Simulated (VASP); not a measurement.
CoW3: single point with PBEsol

CoW3:

```
Co W
1.0
     3.76179    0.00000    0.00000
     0.00000    3.76179    0.00000
     0.00000    0.00000    3.85824
Co W
1 3
Direct
  0.00000 0.00000 0.00000
  0.00000 0.50000 0.50000
  0.50000 0.00000 0.50000
  0.50000 0.50000 0.00000
```

This cell differs from its parent crystal: strain -0.025 along x and y, +0.000 along z.

```yaml
Program: VASP 6.6.1
Task: single point
Functional: PBEsol
Potentials_or_basis: VASP PAW PBE potentials, release 64 (Co, W_sv)
Cutoff: 520 eV
k_mesh: 12 × 12 × 12
Occupations: gaussian, width 0.15 eV
Spin: no spin polarisation
Dipole_correction: no
Further_INCAR_settings: ALGO = Fast; EDIFF = 1e-06; NBANDS = 34
```

| Quantity | Value |
| --- | --- |
| Pressure | 17.7 GPa |
| Band gap on the k mesh | zero (an odd number of electrons rules out a gap without spin polarisation) |

Stress tensor (GPa, compression positive):
```
18.21  0.00  0.00
 0.00 18.21  0.00
 0.00  0.00 16.80
```

Levels at points of the mesh, in eV from the Fermi level:
| k point | band 21 | band 22 | band 23 | band 24 | band 25 | band 26 | band 27 | band 28 | band 29 | band 30 |
| --- | --- | --- | --- | --- | --- | --- | --- | --- | --- | --- |
| (0.00, 0.00, 0.00) | -1.12 | -1.12 | 0.35 | 0.54 | 3.07 | 3.18 | 3.18 | 3.26 | 3.60 | 3.60 |
| (0.50, 0.00, 0.00) | -2.15 | -2.03 | -1.10 | 0.18 | 0.24 | 0.25 | 0.76 | 1.04 | 1.87 | 1.96 |
| (0.50, 0.50, 0.00) | -2.26 | -2.26 | -2.25 | -1.97 | -1.04 | 0.65 | 0.65 | 1.12 | 1.12 | 1.25 |
| (0.00, 0.00, 0.50) | -2.09 | -2.09 | -1.22 | -0.21 | 0.35 | 0.35 | 0.51 | 1.15 | 1.91 | 2.13 |
| (0.50, 0.00, 0.50) | -2.20 | -2.13 | -2.12 | -2.01 | -1.06 | 0.60 | 0.60 | 0.99 | 1.02 | 1.13 |
| (0.50, 0.50, 0.50) | -1.43 | -1.01 | -1.01 | -0.71 | 0.63 | 0.63 | 0.66 | 1.52 | 2.66 | 2.66 |

Wall time 3.7 min on 1 thread of Intel(R) Xeon(R) 6975P-C (Granite Rapids), on a shared host, peak memory 0.39 GiB.

Caveat: the cell differs from its parent crystal (strain -0.025 along x and y, +0.000 along z); the cell stands under pressure; the PAW data sets were made with another functional, which shifts forces and pressure a little; spin-orbit coupling is left out, which moves the levels of the heavy elements; the run has no spin polarisation, though such a crystal can be magnetic. Spin polarisation is off, so any magnetic state and its effect on volume and gap are missing.
